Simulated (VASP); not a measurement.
Input of a VASP 6.6.1 run:

POSCAR

```
ZnCd3Ni
1.0
    4.8796772940      0.0000000000      0.0000000000
    0.0000000000      4.8796772940      0.0000000000
    0.0000000000      0.0000000000      4.8796772940
Zn Cd Ni
1 3 1
Direct
    0.0000000000      0.0000000000      0.0000000000
    0.0000000000      0.5000000000      0.5000000000
    0.5000000000      0.0000000000      0.5000000000
    0.5000000000      0.5000000000      0.0000000000
    0.5000000000      0.5000000000      0.5000000000
```

The input INCAR.step1:

```
SYSTEM = ZnCd3Ni
ALGO = Normal
EDIFF = 1E-4
ENCUT = 520
GGA = PE
ISMEAR = 0
LASPH = .TRUE.
LCHARG = .FALSE.
LREAL = .FALSE.
LWAVE = .TRUE.
NBANDS = 37
NELM = 80
PREC = Accurate
SIGMA = 0.1
```

The input INCAR.step2:

```
SYSTEM = ZnCd3Ni
ALGO = Normal
EDIFF = 1E-7
ENCUT = 520
ISIF = 2
ISMEAR = 0
ISTART = 1
LASPH = .TRUE.
LCHARG = .TRUE.
LELF = .TRUE.
LMIXTAU = .TRUE.
LREAL = .FALSE.
LVHAR = .TRUE.
LWAVE = .FALSE.
METAGGA = R2SCAN
NBANDS = 37
NELM = 80
PREC = Accurate
SIGMA = 0.1
```

Contents of KPOINTS:

```
k-points
0
G
  4 4 4
  0 0 0
```

Potentials or basis: VASP PAW PBE potentials, release 64 (Zn, Cd, Ni).

The run is started by

```sh
$ cat potpaw_PBE.64/Zn/POTCAR potpaw_PBE.64/Cd/POTCAR potpaw_PBE.64/Ni/POTCAR > POTCAR
$ cp INCAR.step1 INCAR
$ mpirun -np 1 vasp_std > vasp.out
$ cp INCAR.step2 INCAR
$ mpirun -np 1 vasp_std > vasp.out
```

What does it give for the band gap on the k mesh?

Zero (band 29 reaches 2.75 eV, above the bottom of band 30 at 0.11 eV).

Predict the pressure.

0.6 GPa.

Caveat: the PAW data sets were made with another functional, which shifts forces and pressure a little. Spin polarisation is off, so any magnetic state and its effect on volume and gap are missing.
